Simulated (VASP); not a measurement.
The system is Li3Ti.

```xyz
4
Lattice="4.3475 0.0000 0.0000 0.0000 4.3475 0.0000 0.0000 0.0000 4.3475" Properties=species:S:1:pos:R:3 pbc="T T T"
Li    0.0000    0.0000    0.0000
Li    0.0000    2.1738    2.1738
Li    2.1738    0.0000    2.1738
Ti    2.1738    2.1738    0.0000
```

| Property | Result |
| --- | --- |
| Program | VASP 6.6.1 |
| Task | relaxation of cell and atoms |
| Functional | LDA |
| Potentials or basis | VASP PAW LDA potentials, release 64 (Li_sv, Ti_sv) |
| Cutoff | 600 eV |
| k mesh | 10 × 10 × 10 |
| Occupations | methfessel-paxton, width 0.05 eV |
| Spin | no spin polarisation |

At the start: pressure -4.6 GPa; volume 20.54 Å³/atom.

Task: Where does the relaxation end?

Result: Over 5 steps the energy falls by 66.1 meV/atom and the volume is 16.66 Å³/atom (-18.9 %); space group Pm-3m (No. 221, to 0.1 Å) before and after.

Step by step:
| step | energy change (eV) | largest force (eV/Å) | pressure (GPa) | volume (Å³) |
| --- | --- | --- | --- | --- |
| 1 | 0.0000 | 0.0000 | -4.58 | 82.17 |
| 2 | -0.1675 | 0.0000 | -3.20 | 75.38 |
| 3 | -0.2596 | 0.0000 | -0.86 | 68.42 |
| 4 | -0.2643 | 0.0000 | 0.17 | 66.28 |
| 5 | -0.2645 | 0.0000 | -0.01 | 66.63 |

Final structure:
```
Li Ti
1.0
     4.05406    0.00000    0.00000
     0.00000    4.05406    0.00000
     0.00000    0.00000    4.05406
Li Ti
3 1
Direct
  0.00000 0.00000 0.00000
  0.00000 0.50000 0.50000
  0.50000 0.00000 0.50000
  0.50000 0.50000 0.00000
```

Caveat: the cutoff is under 1.25 times the usual one of these potentials, so pressure, stress and relaxed cells hold a basis-set (Pulay) error; the volume moved by over 15 % at a fixed basis, so the end points are rough.
